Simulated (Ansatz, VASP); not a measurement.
WS2: VASP beside Ansatz

File INCAR:

```
  ALGO = Normal
  EDIFF = 1E-7
  EDIFFG = -0.002
  ENCUT = 600
  GGA = PS
  IBRION = 2
  ISIF = 3
  ISMEAR = 0
  IVDW = 12
  LASPH = True
  LCHARG = False
  LREAL = False
  LWAVE = False
  NELM = 80
  NSW = 100
  PREC = Accurate
  SIGMA = 0.02
```

File KPOINTS:

```
k-points
0
Gamma
  12 12 4
```

POSCAR

```
WS2
1.0
    3.1147586697      0.0000000029      0.0000000000
   -1.5573793373      2.6974601332      0.0000000000
    0.0000000000      0.0000000000     11.7761088768
W S
2 4
Direct
    0.6666666667      0.3333333333      0.2500000000
    0.3333333333      0.6666666667      0.7500000000
    0.6666666667      0.3333333333      0.6164944155
    0.3333333333      0.6666666667      0.3835055845
    0.6666666667      0.3333333333      0.8835055845
    0.3333333333      0.6666666667      0.1164944155
```

Input for Ansatz:

```yaml
crystal:
  lattice:
    - [3.1147586697, 2.9e-09, 0.0]
    - [-1.5573793373, 2.6974601332, 0.0]
    - [0.0, 0.0, 11.7761088768]
  atoms:
    - { symbol: W, position: [0.6666666667, 0.3333333333, 0.25] }
    - { symbol: W, position: [0.3333333333, 0.6666666667, 0.75] }
    - { symbol: S, position: [0.6666666667, 0.3333333333, 0.6164944155] }
    - { symbol: S, position: [0.3333333333, 0.6666666667, 0.3835055845] }
    - { symbol: S, position: [0.6666666667, 0.3333333333, 0.8835055845] }
    - { symbol: S, position: [0.3333333333, 0.6666666667, 0.1164944155] }
basis:
  ecutwfc: 420
kpoints:
  mp_grid: { grid: [12, 12, 4] }
hamiltonian:
  xc: pbesol
  dispersion: d3bj
  pseudopotentials: { kind: paw }
scf:
  occupations: { method: gaussian, width: 0.02 }
output:
  forces: true
  stress: true
  eigenvalues: true
  write_density: true
  write_potential: true
  elf: true
  volumetric_format: npy
relax:
  adjacent_minimum: "off"
  f_tol: 0.002
  max_steps: 80
  cell: { stress_tol: 0.02 }
```

Alike in both runs: task relaxation of cell and atoms; functional PBEsol; dispersion D3(BJ); k mesh 12 × 12 × 4; occupations gaussian, width 0.02 eV; no spin polarisation.

```csv
,VASP,Ansatz
version,VASP 6.6.1,Ansatz 0.2.0
potentials or method,"VASP PAW PBE potentials, release 64 (W_sv, S), cutoff 600 eV","scalar-relativistic, plane waves, PAW"
valence electrons in the cell,52,52
```

```csv
,VASP,Ansatz,Ansatz less VASP
"gap on the k mesh at the Fermi level, each at its own relaxed structure (eV)",0.68,0.66,-0.025
relaxed volume (Å³/atom),16.50,16.48,-0.019
relaxed length of the cell vector where the two differ most in proportion (Å),11.780,11.772,-0.0074
```

VASP's potentials were made for PBE, not for PBEsol.

Spin-orbit coupling is off throughout.
